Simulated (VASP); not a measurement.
# CuB5 (P6/mmm) in VASP: a series of runs, part 3 of 3

VASP 6.6.1.

## 6. Relaxation of cell and atoms, PBE

This run uses another cell than the first one, of 10.05 Å³/atom.

The input, INCAR:

```
SYSTEM = CuB5
PREC = Accurate ; ENCUT = 600
EDIFF = 1E-6 ; ISMEAR = 0
SIGMA = 0.1 ; LREAL = .False.
LASPH = .True. ; NELM = 80
ALGO = Normal ; ISIF = 3
LWAVE = .False. ; LCHARG = .False.
GGA = PE ; IBRION = 2
NSW = 100 ; EDIFFG = -0.01
```

The input, KPOINTS:

```
regular mesh
0
Gamma
  12 12 6
  0 0 0
```

The input, POSCAR:

```
CuB5
1.0
    3.2964733384      0.0000000000      0.0000000000
   -1.6482366692      2.8548296539      0.0000000000
    0.0000000000      0.0000000000      6.4096460422
Cu B
1 5
Direct
    0.0000000000      0.0000000000      0.5000000000
    0.5000000000      0.0000000000      0.0000000000
    0.0000000000      0.5000000000      0.0000000000
    0.5000000000      0.5000000000      0.0000000000
    0.0000000000      0.0000000000      0.8102489153
    0.0000000000      0.0000000000      0.1897510847
```

Potentials or basis: VASP PAW PBE potentials, release 64 (Cu, B).

Launch:

```bash
$ cat potpaw_PBE.64/Cu/POTCAR potpaw_PBE.64/B/POTCAR > POTCAR
$ mpirun -np 1 vasp_std > vasp.out
```

OUTCAR:

```text
SYSTEM = CuB5
   PREC = Accurate
   ENCUT = 600
   EDIFF = 1E-6
   ISMEAR = 0
   LREAL = .False.
   LASPH = .True.
   NELM = 80
   ISIF = 3
   GGA = PE
   IBRION = 2
   NSW = 100
   EDIFFG = -0.01

 ion  position               nearest neighbor table
   1  0.000  0.000  0.500-   5 1.99   6 1.99
   2  0.500  0.000  0.000-   3 1.65   4 1.65   4 1.65   3 1.65   5 2.05   5 2.05   6 2.05   6 2.05

   3  0.000  0.500  0.000-   2 1.65   2 1.65   4 1.65   4 1.65   5 2.05   6 2.05   5 2.05   6 2.05

   4  0.500  0.500  0.000-   2 1.65   2 1.65   3 1.65   3 1.65   5 2.05   6 2.05   5 2.05   6 2.05

   5  0.000  0.000  0.810-   1 1.99   3 2.05   4 2.05   3 2.05   4 2.05   2 2.05   2 2.05
   6  0.000  0.000  0.190-   1 1.99   3 2.05   4 2.05   3 2.05   4 2.05   2 2.05   2 2.05

[... 395 lines left out ...]

 Free energy of the ion-electron system (eV)
  ---------------------------------------------------
  ext. energy  EPLUGINS =         0.00000000
  ---------------------------------------------------
  free energy    TOTEN  =       -31.58162082 eV

  energy without entropy =      -31.57556163  energy(sigma->0) =      -31.57859122

 E-fermi :   4.7623     XC(G=0): -10.6226

 val. band max:        4.7601959157   @ k =   0.4167   0.0000   0.3333
 cond. band min:       4.7907265138   @ k =   0.3333   0.1667   0.5000
 fundamental gap:      0.0305305981
 Fermi energy:         4.7622856997

 k-point     1 :       0.0000    0.0000    0.0000
  band No.  band energies     occupation
      1     -12.4781      2.00000
      2      -5.2307      2.00000
      3      -3.9883      2.00000
      4      -1.3521      2.00000
      5      -1.3175      2.00000
      6      -1.3175      2.00000
[... 457 lines left out ...]
      4      -3.5858      2.00000
      5      -1.6486      2.00000
      6      -0.1283      2.00000
[... 9 lines left out ...]
     16       8.8899      0.00000
     17       9.1110      0.00000

 [... further k-points ...]
[... 5 lines left out ...]
  --------------------------------------------------------------------------------------
  -------------------------------------------------------------------------------------
  Total       -0.0008336     -0.0008336      0.0231168      0.0000000      0.0000000      0.0000000
  in kB       -0.0221794     -0.0221794      0.6150971      0.0000000      0.0000000      0.0000000
  external PRESSURE =       0.1902461 kB  Pullay stress =       0.0000000 kB
[... 21 lines left out ...]
  FREE ENERGIE OF THE ION-ELECTRON SYSTEM (eV)
  ---------------------------------------------------
  free  energy   TOTEN  =       -31.5816208201 eV

  energy  without entropy=      -31.5755616258  energy(sigma->0) =      -31.57859122

 reached required accuracy - stopping structural energy minimisation
```

OSZICAR:

```text
N       E                     dE             d eps       ncg     rms          rms(c)
DAV:   1     0.152842564865E+03    0.15284E+03   -0.13013E+04  2592   0.188E+03
DAV:   2    -0.222225810305E+02   -0.17507E+03   -0.17054E+03  2909   0.335E+02
[... 54 lines left out ...]
       N       E                     dE             d eps       ncg     rms          rms(c)
DAV:   1    -0.315821712103E+02   -0.61452E-03   -0.10830E-02  2675   0.216E+00    0.202E-01
DAV:   2    -0.315824807672E+02   -0.30956E-03   -0.16329E-02  3024   0.286E+00    0.203E-01
DAV:   3    -0.315816277745E+02    0.85299E-03   -0.61628E-03  3029   0.176E+00    0.342E-02
DAV:   4    -0.315816237528E+02    0.40216E-05   -0.13078E-04  3619   0.988E-02    0.144E-02
DAV:   5    -0.315816207035E+02    0.30494E-05   -0.20706E-05  3873   0.914E-02    0.289E-03
DAV:   6    -0.315816208201E+02   -0.11661E-06   -0.15298E-06  1762   0.130E-02
   6 F= -.31581621E+02 E0= -.31578591E+02  d E =-.380576E-03
```

Wall time 3.3 min (1 thread of Intel Xeon 6975P-C (Granite Rapids), shared host); peak memory 0.25 GiB.

What came out:

```
Free energy                           : -31.5816 eV
Relaxed volume                        : 10.04 Å³/atom
Relaxed cell                          : a = 3.310 Å, b = 3.310 Å, c = 6.345 Å, α = 90.00°, β = 90.00°, γ = 120.00°
Space group after relaxing (to 0.1 Å) : P6/mmm (No. 191)
Energy gained by relaxing             : 2.5 meV/atom
Ionic steps                           : 6
Pressure after relaxing               : 0.0 GPa
Band gap on the k mesh                : zero (bands 13 and 14 overlap by 2.55 eV)
```

Step by step:
```tsv
step	energy change (eV)	largest force (eV/Å)	pressure (GPa)	volume (Å³)
1	0.0000	0.3290	0.12	60.32
2	-0.0135	0.1312	-0.30	60.38
3	-0.0146	0.0460	-0.45	60.40
4	-0.0146	0.0393	-0.47	60.40
5	-0.0149	0.0149	0.18	60.13
6	-0.0150	0.0016	0.02	60.21
```

Final structure:
```
Cu B
1.0
     3.31036    0.00000    0.00000
    -1.65518    2.86686    0.00000
     0.00000    0.00000    6.34474
Cu B
1 5
Direct
  0.00000 0.00000 0.50000
  0.50000 0.00000 0.00000
  0.00000 0.50000 0.00000
  0.50000 0.50000 0.00000
  0.00000 0.00000 0.81401
  0.00000 0.00000 0.18599
```

## 7. Summary

| task | cell | k mesh | cutoff (eV) | gap on the mesh (eV) | pressure (GPa) | relaxed volume (Å³/atom) | largest force (eV/Å) |
| --- | --- | --- | --- | --- | --- | --- | --- |
| single point | a = 3.027, b = 3.027, c = 5.274 Å, angles 90.0, 90.0, 120.0°, 6 atoms, atomic positions A | 6 × 6 × 4 | 520 | none | 98.8 | - | 4.84 |
| single point | a = 3.296, b = 3.296, c = 6.410 Å, angles 90.0, 90.0, 120.0°, 6 atoms, atomic positions B | 6 × 6 × 4 | 520 | none | 0.1 | - | 0.03 |
| relaxation of cell and atoms | relaxed from a = 3.027, b = 3.027, c = 5.274 Å, angles 90.0, 90.0, 120.0°, 6 atoms, atomic positions A | 6 × 6 × 4 | 600 | none | -0.2 | 10.07 | 0.02 |
| single point | a = 3.310, b = 3.310, c = 6.343 Å, angles 90.0, 90.0, 120.0°, 6 atoms, atomic positions C | 12 × 12 × 6 | 520 | none | 0.1 | - | 0.04 |
| relaxation of cell and atoms | relaxed from a = 3.296, b = 3.296, c = 6.410 Å, angles 90.0, 90.0, 120.0°, 6 atoms, atomic positions B | 12 × 12 × 6 | 600 | none | 0.0 | 10.04 | - |

Alike in all rows: level PBE; potentials or basis VASP PAW PBE potentials, release 64 (Cu, B); no spin polarisation; smearing gaussian 0.1 eV.

Caveats: some runs use coarse meshes; forces of over 1 eV/Å act on the atoms, so gaps and moduli don't describe the material at rest (at least some runs); the volume moved by over 15 % at a fixed basis, so the end points are rough (at least some runs).

Absolute energies hang on the potentials; compare differences alone.

The gap in the log of VASP goes by the Fermi energy; the results here count the filled bands.